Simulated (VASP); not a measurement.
Here is a VASP 6.6.1 calculation.

INCAR

```
  PREC = Accurate
  ENCUT = 600
  EDIFF = 1E-6
  ISMEAR = 0
  SIGMA = 0.02
  LREAL = False
  LASPH = True
  NELM = 100
  ALGO = Normal
  ISIF = 3
  LWAVE = False
  LCHARG = False
  GGA = PS
  IBRION = 2
  NSW = 100
  EDIFFG = -0.005
```

KPOINTS

```
regular mesh
0
Gamma
  6 6 6
```

File POSCAR:

```
Cs2IBr
1.0
    2.6233028325      1.5145645965      8.6376566353
   -2.6233028325      1.5145645965      8.6376566353
    0.0000000000     -3.0291291930      8.6376566353
Cs I Br
2 1 1
Direct
    0.2437352826      0.2437352826      0.2437352826
    0.7562647174      0.7562647174      0.7562647174
    0.0000000000      0.0000000000      0.0000000000
    0.5000000000      0.5000000000      0.5000000000
```

Potentials or basis: VASP PAW PBE potentials, release 64 (Cs_sv, I, Br).

The run is started by

```console
$ cat potpaw_PBE.64/Cs_sv/POTCAR potpaw_PBE.64/I/POTCAR potpaw_PBE.64/Br/POTCAR > POTCAR
$ mpirun -np 1 vasp_std > vasp.out
```

**Question.** Estimate the space group after relaxing (to 0.1 Å).

**Answer.** R-3m (No. 166).

**Question.** Estimate the relaxed cell.

**Answer.** a = 9.111 Å, b = 9.111 Å, c = 9.111 Å, α = 33.40°, β = 33.40°, γ = 33.40°.

**Question.** Estimate the band gap on the k mesh.

**Answer.** 3.91 eV.

Final structure:
```
Cs I Br
1.0
     2.61848    1.51178    8.59514
    -2.61848    1.51178    8.59514
     0.00000   -3.02356    8.59514
Cs I Br
2 1 1
Direct
  0.24443 0.24443 0.24443
  0.75557 0.75557 0.75557
  0.00000 0.00000 0.00000
  0.50000 0.50000 0.50000
```

Caveat: spin-orbit coupling is left out, which moves the levels of the heavy elements. A k mesh can miss the band edges.
